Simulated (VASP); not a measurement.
# LiH (Fm-3m) in VASP: further runs

LiH is run at these levels: PBE, r2SCAN; tasks: single point.

Program: VASP 6.6.1. These are calculated values, not measurements. Logs are shortened: lines on timing, memory, paths and dates and some standing lists are left out, and cuts for length are marked.

### Step 1. The cell of the first run

The structure is cubic, space group Fm-3m (No. 225). The conventional cell has a = 4.007 Å, b = 4.007 Å, c = 4.007 Å, α = 90.00°, β = 90.00°, γ = 90.00°. Li (site symmetry m-3m) has 6 H at 2.00 Å within 2.7 Å. Within 2.7 Å of H (site symmetry m-3m) lie 6 Li at 2.00 Å.

### Step 2. Single point, PBE

INCAR

```
PREC = Accurate
ENCUT = 750
EDIFF = 1E-6
ISMEAR = 0
SIGMA = 0.01
LREAL = False
LASPH = True
NELM = 120
ALGO = Normal
ISIF = 2
LWAVE = False
LCHARG = False
GGA = PE
NBANDS = 9
GGA_COMPAT = False
```

KPOINTS

```
Automatic mesh
0
Gamma
  10 10 10
```

POSCAR

```
LiH
1.0
    0.0000000000      2.0033987139      2.0033987139
    2.0033987139      0.0000000000      2.0033987139
    2.0033987139      2.0033987139      0.0000000000
Li H
1 1
Direct
    0.0000000000      0.0000000000      0.0000000000
    0.5000000000      0.5000000000      0.5000000000
```

Potentials or basis: VASP PAW PBE potentials, release 64 (Li_sv, H).

Started as:

```bash
cat potpaw_PBE.64/Li_sv/POTCAR potpaw_PBE.64/H/POTCAR > POTCAR
mpirun -np 1 vasp_std > vasp.out
```

OUTCAR:

```text
PREC = Accurate
   ENCUT = 750
   EDIFF = 1E-6
   ISMEAR = 0
   LREAL = False
   LASPH = True
   NELM = 120
   ISIF = 2
   GGA = PE

 ion  position               nearest neighbor table
   1  0.000  0.000  0.000-
   2  0.500  0.500  0.500-

  LATTYP: Found a face centered cubic cell.
 ALAT       =     4.0067974278

  Lattice vectors:

 A1 = (   0.0000000000,   2.0033987139,   2.0033987139)
 A2 = (   2.0033987139,   0.0000000000,   2.0033987139)
 A3 = (   2.0033987139,   2.0033987139,   0.0000000000)

Analysis of symmetry for initial positions (statically):
=====================================================================
 Subroutine PRICEL returns:
 Original cell was already a primitive cell.

 Routine SETGRP: Setting up the symmetry group for a
 face centered cubic supercell.

 Subroutine GETGRP returns: Found 48 space group operations
[... 9 lines left out ...]

 Routine SETGRP: Setting up the symmetry group for a
 face centered cubic supercell.

 Subroutine GETGRP returns: Found 48 space group operations
[... 11 lines left out ...]
                                     Primitive cell

  volume of cell :      16.0817

  direct lattice vectors                    reciprocal lattice vectors
     0.000000000  2.003398714  2.003398714    -0.249575881  0.249575881  0.249575881
     2.003398714  0.000000000  2.003398714     0.249575881 -0.249575881  0.249575881
     2.003398714  2.003398714  0.000000000     0.249575881  0.249575881 -0.249575881

  length of vectors
     2.833233632  2.833233632  2.833233632     0.432278107  0.432278107  0.432278107

  position of ions in fractional coordinates (direct lattice)
     0.000000000  0.000000000  0.000000000
     0.500000000  0.500000000  0.500000000

  ion indices of the primitive-cell ions
   primitive index   ion index
                 1           1
                 2           2

----------------------------------------------------------------------------------------

 KPOINTS: Automatic mesh

Automatic generation of k-mesh.
 Grid dimensions read from file:
 generate k-points for:   10   10   10

 Generating k-lattice:

  Cartesian coordinates                     Fractional coordinates (reciprocal lattice)
    -0.024957588  0.024957588  0.024957588     0.100000000  0.000000000  0.000000000
     0.024957588 -0.024957588  0.024957588     0.000000000  0.100000000  0.000000000
     0.024957588  0.024957588 -0.024957588     0.000000000  0.000000000  0.100000000

  Length of vectors
     0.043227811  0.043227811  0.043227811
[... 52 lines left out ...]
   ENCUT  =  750.0 eV  55.12 Ry    7.42 a.u.   6.33  6.33  6.33*2*pi/ulx,y,z
   NELM   =    120;   NELMIN=  2; NELMDL= -5     # of ELM steps
   EDIFF  = 0.1E-05   stopping-criterion for ELM
   LREAL  =      F    real-space projection
   EDIFFG = 0.1E-04   stopping-criterion for IOM
   NSW    =      0    number of steps for IOM
   IBRION =     -1    ionic relax: 0-MD 1-quasi-New 2-CG
   NFREE  =      0    steps in history (QN), initial steepest desc. (CG)
   ISIF   =      2    stress and relaxation
   ISYM   =      2    0-nonsym 1-usesym 2-fastsym
   POTIM  = 0.5000    time-step for ionic-motion
   TEBEG  =    0.0;   TEEND  =   0.0 temperature during run
   PSTRESS=    0.0 pullay stress
   NELECT =       4.0000    total number of electrons
   NUPDOWN=      -1.0000    fix difference up-down
   EMIN   =  10.00;   EMAX   =-10.00  energy-range for DOS
   EFERMI =   0.00;   METHOD = LEGACY
   ISMEAR =     0;   SIGMA  =   0.01  broadening in eV -4-tet -1-fermi 0-gaus
   EFERMI_NEDOS =   21; number of points for ismear=-14 and -15
   IALGO  =     38    algorithm
   IMIX   =      4    mixing-type and parameters
     AMIX     =   0.40;   BMIX     =  1.00
     AMIX_MAG =   1.60;   BMIX_MAG =  1.00
  volume/ion in A,a.u.               =       8.04        54.26
  Fermi-wavevector in a.u.,A,eV,Ry     =   1.029558  1.945582 14.422032  1.059989
  Thomas-Fermi vector in A             =   2.163612
   LORBIT       =      0    0 simple, 1 ext, 2 COOP (PROOUT), +10 PAW based schemes
   GGA     = PE    functional components
   LHFCALC =     F    Hartree Fock is set to
   AEXX    =    0.0000 exact exchange contribution
   IVDW    =     0    specifies the selected vdW correction
   LEPSILON=     F    determine dielectric tensor
   LRPA    =     F    only Hartree local field effects (RPA)
 non-spin polarized calculation
 Gauss-broadening in eV      SIGMA  =   0.01
  energy-cutoff  :      750.00
  volume of cell :       16.08
 maximum number of plane-waves:       763
 NGX is ok and might be reduce to    28
   NGX = 13   NGY = 13   NGZ = 13

 number of electron       4.0000001 magnetization

 Free energy of the ion-electron system (eV)
  ---------------------------------------------------
  ext. energy  EPLUGINS =         0.00000000
  ---------------------------------------------------
  free energy    TOTEN  =        -6.12689245 eV

  energy without entropy =       -6.12689245  energy(sigma->0) =       -6.12689245

 E-fermi :   0.1435     XC(G=0):  -8.5171

 val. band max:        0.0935448471   @ k =   0.5000   0.5000   0.0000
 cond. band min:       3.0739868526   @ k =   0.5000   0.5000   0.0000
 fundamental gap:      2.9804420055
 Fermi energy:         0.1434596703

 k-point     1 :       0.0000    0.0000    0.0000
  band No.  band energies     occupation
      1     -44.1855      2.00000
      2      -5.3515      2.00000
      3      16.1902      0.00000
      4      17.9996      0.00000
      5      17.9996      0.00000
      6      17.9996      0.00000
      7      22.7174      0.00000
      8      22.7174      0.00000
      9      22.7174      0.00000
[... 265 lines left out ...]
 k-point    24 :       0.4000    0.3000    0.0000
  band No.  band energies     occupation
      1     -44.1365      2.00000
      2      -2.2271      2.00000
      3       6.7871      0.00000
      4      10.5755      0.00000
      5      11.9034      0.00000
      6      16.3340      0.00000
      7      17.6580      0.00000
      8      29.6891      0.00000
      9      30.1561      0.00000

 [... further k-points ...]
[... 5 lines left out ...]
  --------------------------------------------------------------------------------------
  -------------------------------------------------------------------------------------
  Total       -0.0191131     -0.0191131     -0.0191131      0.0000000      0.0000000     -0.0000000
  in kB       -1.9041868     -1.9041868     -1.9041868      0.0000000      0.0000000     -0.0000000
  external PRESSURE =      -1.9041868 kB  Pullay stress =       0.0000000 kB

 VOLUME and BASIS-vectors are now :
 -----------------------------------------------------------------------------
  energy-cutoff  :      750.00
  volume of cell :       16.08
      direct lattice vectors                 reciprocal lattice vectors
     0.000000000  2.003398714  2.003398714    -0.249575881  0.249575881  0.249575881
     2.003398714  0.000000000  2.003398714     0.249575881 -0.249575881  0.249575881
     2.003398714  2.003398714  0.000000000     0.249575881  0.249575881 -0.249575881

 POSITION                                       TOTAL-FORCE (eV/Angst)
 -----------------------------------------------------------------------------------
      0.00000      0.00000      0.00000         0.000000     -0.000000      0.000000
      2.00340      2.00340      2.00340         0.000000      0.000000     -0.000000
 -----------------------------------------------------------------------------------
    total drift:                                0.000000      0.000000      0.000000

  FREE ENERGIE OF THE ION-ELECTRON SYSTEM (eV)
  ---------------------------------------------------
  free  energy   TOTEN  =        -6.1268924470 eV

  energy  without entropy=       -6.1268924470  energy(sigma->0) =       -6.12689245
```

OSZICAR:

```text
N       E                     dE             d eps       ncg     rms          rms(c)
DAV:   1    -0.861256539718E-01   -0.86126E-01   -0.17434E+03   846   0.527E+02
DAV:   2    -0.626538217545E+01   -0.61793E+01   -0.61423E+01  1190   0.682E+01
DAV:   3    -0.636953960372E+01   -0.10416E+00   -0.10411E+00  1054   0.737E+00
DAV:   4    -0.636990891338E+01   -0.36931E-03   -0.36928E-03  1178   0.460E-01
DAV:   5    -0.636990984061E+01   -0.92723E-06   -0.92722E-06  1082   0.189E-02    0.288E+00
DAV:   6    -0.618650847364E+01    0.18340E+00   -0.14928E-01   932   0.121E+00    0.144E+00
DAV:   7    -0.612512271330E+01    0.61386E-01   -0.19203E-01  1007   0.157E+00    0.218E-01
DAV:   8    -0.612693599856E+01   -0.18133E-02   -0.44323E-03  1016   0.447E-01    0.405E-02
DAV:   9    -0.612689419144E+01    0.41807E-04   -0.13748E-04  1113   0.486E-02    0.735E-03
DAV:  10    -0.612689267572E+01    0.15157E-05   -0.56939E-06   984   0.171E-02    0.230E-03
DAV:  11    -0.612689244702E+01    0.22870E-06   -0.17981E-07   632   0.183E-03
   1 F= -.61268924E+01 E0= -.61268924E+01  d E =-.255944E-15
```

It took 20 s on 1 thread of Intel Xeon 8259CL, shared host; peak memory 0.15 GiB.

What came out:

| Property | Result |
| --- | --- |
| Free energy | -6.1269 eV |
| Pressure | -0.2 GPa |
| Band gap on the k mesh | 2.98 eV, direct |

A k mesh can miss the band edges.

### Step 3. Single point, PBE (volume changed by +3%)

INCAR

```
SYSTEM = LiH
PREC = Accurate
ENCUT = 750
EDIFF = 1E-6
ISMEAR = 0
SIGMA = 0.01
LREAL = .False.
LASPH = .True.
NELM = 120
ALGO = Normal
ISIF = 2
LWAVE = .False.
LCHARG = .False.
GGA = PE
NBANDS = 9
GGA_COMPAT = .False.
```

KPOINTS

```
regular mesh
0
Gamma
  10 10 10
  0 0 0
```

POSCAR

```
LiH
1.0
    0.0000000000      2.0232356348      2.0232356348
    2.0232356348      0.0000000000      2.0232356348
    2.0232356348      2.0232356348      0.0000000000
Li H
1 1
Direct
    0.0000000000      0.0000000000      0.0000000000
    0.5000000000      0.5000000000      0.5000000000
```

Potentials or basis: VASP PAW PBE potentials, release 64 (Li_sv, H).

Started as:

```bash
cat potpaw_PBE.64/Li_sv/POTCAR potpaw_PBE.64/H/POTCAR > POTCAR
mpirun -np 1 vasp_std > vasp.out
```

OUTCAR:

```text
SYSTEM = LiH
   PREC = Accurate
   ENCUT = 750
   EDIFF = 1E-6
   ISMEAR = 0
   LREAL = .False.
   LASPH = .True.
   NELM = 120
   ISIF = 2
   GGA = PE

 ion  position               nearest neighbor table
   1  0.000  0.000  0.000-
   2  0.500  0.500  0.500-

  LATTYP: Found a face centered cubic cell.
 ALAT       =     4.0464712696

  Lattice vectors:

 A1 = (   0.0000000000,   2.0232356348,   2.0232356348)
[... 472 lines left out ...]

 [... further k-points ...]

------------------------ aborting loop because EDIFF is reached ----------------------------------------

  FORCE on cell =-STRESS in cart. coord.  units (eV):
  Direction    XX          YY          ZZ          XY          YZ          ZX
  --------------------------------------------------------------------------------------
  -------------------------------------------------------------------------------------
  Total       -0.1240590     -0.1240590     -0.1240590     -0.0000000      0.0000000      0.0000000
  in kB      -11.9996742    -11.9996742    -11.9996742     -0.0000000      0.0000000      0.0000000
  external PRESSURE =     -11.9996742 kB  Pullay stress =       0.0000000 kB

 VOLUME and BASIS-vectors are now :
 -----------------------------------------------------------------------------
  energy-cutoff  :      750.00
  volume of cell :       16.56
      direct lattice vectors                 reciprocal lattice vectors
     0.000000000  2.023235635  2.023235635    -0.247128902  0.247128902  0.247128902
     2.023235635  0.000000000  2.023235635     0.247128902 -0.247128902  0.247128902
     2.023235635  2.023235635  0.000000000     0.247128902  0.247128902 -0.247128902

 POSITION                                       TOTAL-FORCE (eV/Angst)
 -----------------------------------------------------------------------------------
      0.00000      0.00000      0.00000         0.000000     -0.000000      0.000000
      2.02324      2.02324      2.02324        -0.000000      0.000000     -0.000000
 -----------------------------------------------------------------------------------
    total drift:                                0.000000      0.000000      0.000000

  FREE ENERGIE OF THE ION-ELECTRON SYSTEM (eV)
  ---------------------------------------------------
  free  energy   TOTEN  =        -6.1251875802 eV

  energy  without entropy=       -6.1251875802  energy(sigma->0) =       -6.12518758
```

Run time: 22 s. Hardware: 1 thread of Intel Xeon 8259CL, shared host; peak memory 0.15 GiB.

What came out:

```yaml
Free_energy: -6.1252 eV
Pressure: -1.2 GPa
Band_gap_on_the_k_mesh: 3.00 eV, direct
```

Levels at points of the mesh, in eV from the valence-band top:
```
           k point  band 1  band 2  band 3  band 4  band 5
(0.00, 0.00, 0.00)  -44.31   -5.33   15.72   17.61   17.61
(0.50, 0.00, 0.00)  -44.27   -2.55    4.84   13.42   16.25
(0.50, 0.50, 0.00)  -44.25    0.00    3.00   10.68   10.68
```

 A k mesh can miss the band edges.

[end of part 1 of 2]
